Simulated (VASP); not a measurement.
# Sn (Fd-3m) in VASP: notebook, part 2 of 2

VASP 6.6.1. Earlier steps stand in the parts before.

## (3) Single point, PBEsol (35.03 Å³/atom)

INCAR reads:

```
PREC = Accurate
ENCUT = 520
EDIFF = 1E-7
ISMEAR = -1
SIGMA = 0.1
LREAL = False
LASPH = True
NELM = 80
ALGO = Normal
ISIF = 2
LWAVE = False
LCHARG = True
GGA = PS
LELF = True
LVHAR = True
NBANDS = 21
```

KPOINTS reads:

```
Automatic mesh
0
Gamma
  14 14 14
```

POSCAR reads:

```
Sn
1.0
    0.0000000000      3.2719672718      3.2719672718
    3.2719672718      0.0000000000      3.2719672718
    3.2719672718      3.2719672718      0.0000000000
Sn
2
Direct
    0.5000000000      0.5000000000      0.5000000000
    0.7500000000      0.7500000000      0.7500000000
```

Potentials or basis: VASP PAW PBE potentials, release 64 (Sn_d).

On the command line:

```sh
$ cat potpaw_PBE.64/Sn_d/POTCAR > POTCAR
$ mpirun -np 1 vasp_std > vasp.out
```

OUTCAR:

```text
PREC = Accurate
   ENCUT = 520
   EDIFF = 1E-7
   ISMEAR = -1
   LREAL = False
   LASPH = True
   NELM = 80
   ISIF = 2
   GGA = PS

 ion  position               nearest neighbor table
   1  0.500  0.500  0.500-   2 2.83   2 2.83   2 2.83   2 2.83
   2  0.750  0.750  0.750-   1 2.83   1 2.83   1 2.83   1 2.83

  LATTYP: Found a face centered cubic cell.
 ALAT       =     6.5439345436

  Lattice vectors:

 A1 = (   0.0000000000,   3.2719672718,   3.2719672718)
 A2 = (   3.2719672718,   0.0000000000,   3.2719672718)
 A3 = (   3.2719672718,   3.2719672718,   0.0000000000)

Analysis of symmetry for initial positions (statically):
=====================================================================
 Subroutine PRICEL returns:
 Original cell was already a primitive cell.

 Routine SETGRP: Setting up the symmetry group for a
 face centered cubic supercell.

 Subroutine GETGRP returns: Found 48 space group operations
 (whereof 24 operations were pure point group operations)
 out of a pool of 48 trial point group operations.

The static configuration has the point symmetry T_d .
 The point group associated with its full space group is O_h .

Analysis of symmetry for dynamics (positions and initial velocities):
=====================================================================
 Subroutine PRICEL returns:
 Original cell was already a primitive cell.

 Routine SETGRP: Setting up the symmetry group for a
 face centered cubic supercell.

 Subroutine GETGRP returns: Found 48 space group operations
 (whereof 24 operations were pure point group operations)
 out of a pool of 48 trial point group operations.

The dynamic configuration has the point symmetry T_d .
 The point group associated with its full space group is O_h .

 Subroutine INISYM returns: Found 48 space group operations
[... 103 lines left out ...]
   ISIF   =      2    stress and relaxation
   ISYM   =      2    0-nonsym 1-usesym 2-fastsym
   POTIM  = 0.5000    time-step for ionic-motion
   TEBEG  =    0.0;   TEEND  =   0.0 temperature during run
   PSTRESS=    0.0 pullay stress
   NELECT =      28.0000    total number of electrons
   NUPDOWN=      -1.0000    fix difference up-down
   EMIN   =  10.00;   EMAX   =-10.00  energy-range for DOS
   EFERMI =   0.00;   METHOD = LEGACY
   ISMEAR =    -1;   SIGMA  =   0.10  broadening in eV -4-tet -1-fermi 0-gaus
   EFERMI_NEDOS =   21; number of points for ismear=-14 and -15
   IALGO  =     38    algorithm
   IMIX   =      4    mixing-type and parameters
     AMIX     =   0.40;   BMIX     =  1.00
     AMIX_MAG =   1.60;   BMIX_MAG =  1.00
  volume/ion in A,a.u.               =      35.03       236.39
  Fermi-wavevector in a.u.,A,eV,Ry     =   1.205892  2.278806 19.785272  1.454176
  Thomas-Fermi vector in A             =   2.341576
   LORBIT       =      0    0 simple, 1 ext, 2 COOP (PROOUT), +10 PAW based schemes
   GGA     = PS    functional components
   LHFCALC =     F    Hartree Fock is set to
   AEXX    =    0.0000 exact exchange contribution
   IVDW    =     0    specifies the selected vdW correction
   LEPSILON=     F    determine dielectric tensor
   LRPA    =     F    only Hartree local field effects (RPA)
 non-spin polarized calculation
  energy-cutoff  :      520.00
  volume of cell :       70.06
 maximum number of plane-waves:      1917
   NGX = 17   NGY = 17   NGZ = 17

 number of electron      27.9999985 magnetization

 Free energy of the ion-electron system (eV)
  ---------------------------------------------------
  ext. energy  EPLUGINS =         0.00000000
  ---------------------------------------------------
  free energy    TOTEN  =        -8.46841805 eV

  energy without entropy =       -8.46324589  energy(sigma->0) =       -8.46583197

 E-fermi :   5.2552     XC(G=0):  -8.9575

 val. band max:        5.2445479817   @ k =   0.3571   0.0000   0.0000
 cond. band min:       5.3130790785   @ k =   0.0000   0.0000   0.0000
 fundamental gap:      0.0685310968
 Fermi energy:         5.2552002716

 k-point     1 :       0.0000    0.0000    0.0000
  band No.  band energies     occupation
      1     -16.3248      2.00000
      2     -16.3248      2.00000
      3     -16.3248      2.00000
      4     -16.2678      2.00000
      5     -16.2678      2.00000
      6     -15.9761      2.00000
[... 565 lines left out ...]
     20      12.4318      0.00000
     21      13.1526      0.00000

 [... further k-points ...]
[... 5 lines left out ...]
  --------------------------------------------------------------------------------------
  -------------------------------------------------------------------------------------
  Total       -0.0556176     -0.0556176     -0.0556176     -0.0000000      0.0000000      0.0000000
  in kB       -1.2719379     -1.2719379     -1.2719379     -0.0000000      0.0000000      0.0000000
  external PRESSURE =      -1.2719379 kB  Pullay stress =       0.0000000 kB

 VOLUME and BASIS-vectors are now :
 -----------------------------------------------------------------------------
  energy-cutoff  :      520.00
  volume of cell :       70.06
      direct lattice vectors                 reciprocal lattice vectors
     0.000000000  3.271967272  3.271967272    -0.152813264  0.152813264  0.152813264
     3.271967272  0.000000000  3.271967272     0.152813264 -0.152813264  0.152813264
     3.271967272  3.271967272  0.000000000     0.152813264  0.152813264 -0.152813264

 POSITION                                       TOTAL-FORCE (eV/Angst)
 -----------------------------------------------------------------------------------
      3.27197      3.27197      3.27197        -0.000000     -0.000000     -0.000000
      4.90795      4.90795      4.90795         0.000000      0.000000      0.000000
 -----------------------------------------------------------------------------------
    total drift:                                0.000000      0.000000      0.000000

  FREE ENERGIE OF THE ION-ELECTRON SYSTEM (eV)
  ---------------------------------------------------
  free  energy   TOTEN  =        -8.4684180492 eV

  energy  without entropy=       -8.4632458900  energy(sigma->0) =       -8.46583197
```

OSZICAR:

```text
N       E                     dE             d eps       ncg     rms          rms(c)
DAV:   1     0.231806685104E+03    0.23181E+03   -0.14883E+04  4423   0.193E+03
DAV:   2     0.170370852181E+02   -0.21477E+03   -0.21051E+03  4378   0.451E+02
DAV:   3    -0.773414616791E+01   -0.24771E+02   -0.24631E+02  5148   0.142E+02
DAV:   4    -0.853855518106E+01   -0.80441E+00   -0.80413E+00  4898   0.287E+01
DAV:   5    -0.856633977789E+01   -0.27785E-01   -0.27784E-01  6353   0.521E+00    0.315E+00
DAV:   6    -0.849940051998E+01    0.66939E-01   -0.39975E-02  5920   0.262E+00    0.179E+00
DAV:   7    -0.846724218522E+01    0.32158E-01   -0.51237E-02  5294   0.249E+00    0.164E-01
DAV:   8    -0.846814915400E+01   -0.90697E-03   -0.70632E-03  4848   0.991E-01    0.516E-02
DAV:   9    -0.846841056092E+01   -0.26141E-03   -0.40194E-04  5495   0.168E-01    0.113E-02
DAV:  10    -0.846841641434E+01   -0.58534E-05   -0.15199E-05  5524   0.305E-02    0.542E-03
DAV:  11    -0.846841812441E+01   -0.17101E-05   -0.28701E-06  4845   0.111E-02    0.508E-04
DAV:  12    -0.846841804917E+01    0.75246E-07   -0.14426E-07  4333   0.396E-03
   1 F= -.84684180E+01 E0= -.84658320E+01  d E =-.517216E-02
```

stdout:

```text
POSCAR found type information on POSCAR Sn
 POSCAR found :  1 types and       2 ions
 scaLAPACK will be used
 -----------------------------------------------------------------------------
|                                                                             |
|                                                                             |
|     You enforced a specific xc type in the INCAR file but a different       |
|     I HOPE YOU KNOW WHAT YOU ARE DOING!                                     |
|                                                                             |
 -----------------------------------------------------------------------------

 LDA part: xc-table for (Slater+PW92), standard interpolation
 POSCAR, INCAR and KPOINTS ok, starting setup
 FFT: planning ... GRIDC
 FFT: planning ... GRID_SOFT
 FFT: planning ... GRID
 WAVECAR not read
 entering main loop
```

Wall time 45 s (1 thread of Intel Xeon 6975P-C (Granite Rapids), shared host); peak memory 0.28 GiB.

What came out:

| Property | Result |
| --- | --- |
| Free energy | -8.4684 eV |
| Pressure | -0.1 GPa |
| Band gap on the k mesh | zero (bands 14 and 15 overlap by 0.20 eV) |

Caveat: the PAW data sets were made with another functional, which shifts forces and pressure a little; spin-orbit coupling is left out, which moves the levels of the heavy elements.

## (4) Single point, PBEsol (36.43 Å³/atom)

This run uses another cell than the first one, of 36.43 Å³/atom.

INCAR reads:

```
SYSTEM = Sn
ALGO     = Normal         ! electronic algorithm
EDIFF    = 1E-7           ! SCF threshold, eV
ENCUT    = 520            ! plane-wave cutoff, eV
GGA      = PS             ! functional
ISIF     = 2              ! what is computed and relaxed
ISMEAR   = -1             ! smearing method
LASPH    = .True.         ! aspherical terms in the spheres
LCHARG   = .False.        ! write CHGCAR
LREAL    = .False.        ! projectors in reciprocal space
LWAVE    = .False.        ! write WAVECAR
NBANDS   = 21             ! bands
NELM     = 100            ! most SCF steps
PREC     = Accurate       ! precision mode
SIGMA    = 0.1            ! smearing width, eV
```

KPOINTS reads:

```
k-points
0
Gamma
  14 14 14
  0 0 0
```

POSCAR reads:

```
Sn
1.0
    0.0000000000      3.3150244104      3.3150244104
    3.3150244104      0.0000000000      3.3150244104
    3.3150244104      3.3150244104      0.0000000000
Sn
2
Direct
    0.5000000000      0.5000000000      0.5000000000
    0.7500000000      0.7500000000      0.7500000000
```

On the command line:

```sh
$ cat potpaw_PBE.64/Sn_d/POTCAR > POTCAR
$ mpirun -np 1 vasp_std > vasp.out
```

Run time: 48 s. Hardware: 1 thread of Intel Xeon 6975P-C (Granite Rapids), shared host; peak memory 0.27 GiB.

The run converged. Its results:

```yaml
Free_energy: -8.4539 eV
Pressure: -1.6 GPa
Band_gap_on_the_k_mesh: zero (bands 14 and 15 overlap by 0.27 eV)
```

Levels at points of the mesh, in eV from the Fermi level:
| k point | band 10 | band 11 | band 12 | band 13 | band 14 | band 15 | band 16 | band 17 | band 18 | band 19 |
| --- | --- | --- | --- | --- | --- | --- | --- | --- | --- | --- |
| (0.00, 0.00, 0.00) | -21.18 | -10.23 | -1.14 | 0.08 | 0.08 | 0.08 | 2.13 | 2.13 | 2.13 | 4.80 |
| (0.50, 0.00, 0.00) | -21.13 | -8.72 | -6.11 | -1.03 | -1.03 | -0.19 | 3.17 | 3.17 | 5.55 | 8.11 |
| (0.50, 0.50, 0.00) | -21.12 | -7.33 | -7.33 | -2.28 | -2.28 | 0.82 | 0.82 | 7.29 | 7.29 | 8.76 |

Caveat: the PAW data sets were made with another functional, which shifts forces and pressure a little; spin-orbit coupling is left out, which moves the levels of the heavy elements.

## (5) Single point, PBEsol (37.83 Å³/atom)

This run uses another cell than the first one, of 37.83 Å³/atom.

INCAR reads:

```
  ALGO = Normal
  EDIFF = 1E-6
  ENCUT = 520
  GGA = PS
  ISIF = 2
  ISMEAR = -1
  LASPH = True
  LCHARG = False
  LREAL = False
  LWAVE = False
  NBANDS = 21
  NELM = 60
  PREC = Accurate
  SIGMA = 0.1
```

KPOINTS reads:

```
k-points
0
Gamma
  14 14 14
```

POSCAR reads:

```
Sn
1.0
    0.0000000000      3.3569911999      3.3569911999
    3.3569911999      0.0000000000      3.3569911999
    3.3569911999      3.3569911999      0.0000000000
Sn
2
Direct
    0.5000000000      0.5000000000      0.5000000000
    0.7500000000      0.7500000000      0.7500000000
```

On the command line:

```sh
$ cat potpaw_PBE.64/Sn_d/POTCAR > POTCAR
$ mpirun -np 1 vasp_std > vasp.out
```

Run time: 44 s. Hardware: 1 thread of Intel Xeon 6975P-C (Granite Rapids), shared host; peak memory 0.28 GiB.

It converged, with:

* Free energy: -8.4165 eV
* Pressure: -2.7 GPa
* Band gap on the k mesh: zero (bands 14 and 15 overlap by 0.33 eV)

Levels at points of the mesh, in eV from the Fermi level:
```
           k point  band 12  band 13  band 14  band 15  band 16  band 17
(0.00, 0.00, 0.00)    -1.37     0.09     0.09     0.09     2.14     2.14
(0.50, 0.00, 0.00)    -5.98    -0.96    -0.96    -0.23     3.17     3.17
(0.50, 0.50, 0.00)    -7.21    -2.15    -2.15     0.87     0.87     7.08
```

Caveat: the PAW data sets were made with another functional, which shifts forces and pressure a little; spin-orbit coupling is left out, which moves the levels of the heavy elements.

## (6) The runs side by side

```csv
cell,gap on the mesh (eV),pressure (GPa)
"a = 4.627 Å, angles 60.0°, 2 atoms",none,-0.1
"a = 4.688 Å, angles 60.0°, 2 atoms",none,-1.6
"a = 4.748 Å, angles 60.0°, 2 atoms",none,-2.7
```

Alike in all rows: task single point; level PBEsol; potentials or basis VASP PAW PBE potentials, release 64 (Sn_d); no spin polarisation; k mesh 14 × 14 × 14; cutoff (eV) 520; smearing fermi-dirac 0.1 eV.

Caveats: the PAW data sets were made with another functional, which shifts forces and pressure a little; spin-orbit coupling is left out, which moves the levels of the heavy elements.

Total energies depend on the potentials used, so only differences within one code and one set of settings carry meaning.
